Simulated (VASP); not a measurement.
Here is a VASP 6.6.1 calculation.

Contents of INCAR:

```
SYSTEM = HC20
  PREC = Accurate
  ENCUT = 520
  EDIFF = 1E-6
  ISMEAR = 0
  SIGMA = 0.1
  LREAL = Auto
  LASPH = .TRUE.
  NELM = 60
  ALGO = Fast
  ISIF = 2
  LWAVE = .FALSE.
  LCHARG = .FALSE.
  LDIPOL = .TRUE.
  IDIPOL = 3
  DIPOL = 0.5 0.5 0.303
  GGA = PE
  IVDW = 12
  NBANDS = 56
```

KPOINTS

```
regular mesh
0
G
  6 4 1
  0 0 0
```

File POSCAR:

```
HC20
1.0
    4.9292027291      0.0000000000      0.0000000000
    0.0000000000      6.8054113579      0.0000000000
    0.0000000000      0.0000000000     22.2346643469
C H
20 1
Direct
    0.3122885183      0.2500141188      0.1798992752
    0.8122885183      0.2500141188      0.1798992752
    0.0622635010      0.2500141188      0.2119095571
    0.5622635010      0.2500141188      0.2119095571
    0.1871989222      0.7499858812      0.2279080302
    0.6871989222      0.7499858812      0.2279080302
    0.4371739048      0.7499858812      0.2599183120
    0.9371739048      0.7499858812      0.2599183120
    0.0621093260      0.2500141188      0.2759167852
    0.5621093260      0.2500141188      0.2759167852
    0.3120409925      0.2500133946      0.3071026518
    0.8120409925      0.2500133946      0.3071026518
    0.4371093881      0.7499905632      0.3309339292
    0.9371093881      0.7499905632      0.3309339292
    0.1866551682      0.7499900467      0.3565506911
    0.6866551682      0.7499900467      0.3565506911
    0.3119519864      0.2500147752      0.3740490919
    0.8119519864      0.2500147752      0.3740490919
    0.0621664184      0.2500173699      0.4018349100
    0.5621664184      0.2500173699      0.4018349100
    0.1454997517      0.2500173699      0.5142719570
```

Potentials or basis: VASP PAW PBE potentials, release 64 (C, H).

The run is started by

```bash
$ cat potpaw_PBE.64/C/POTCAR potpaw_PBE.64/H/POTCAR > POTCAR
$ mpirun -np 1 vasp_std > vasp.out
```

(1) Estimate the largest force.

(2) Predict the band gap on the k mesh.

(3) Predict the dispersion energy per atom.

## Answers

(1) 3.814 eV/Å.

(2) zero (an odd number of electrons rules out a gap without spin polarisation).

(3) -0.104 eV.

Caveat: an odd number of electrons without spin polarisation forces a metal; a magnetic or distorted state may lie lower.
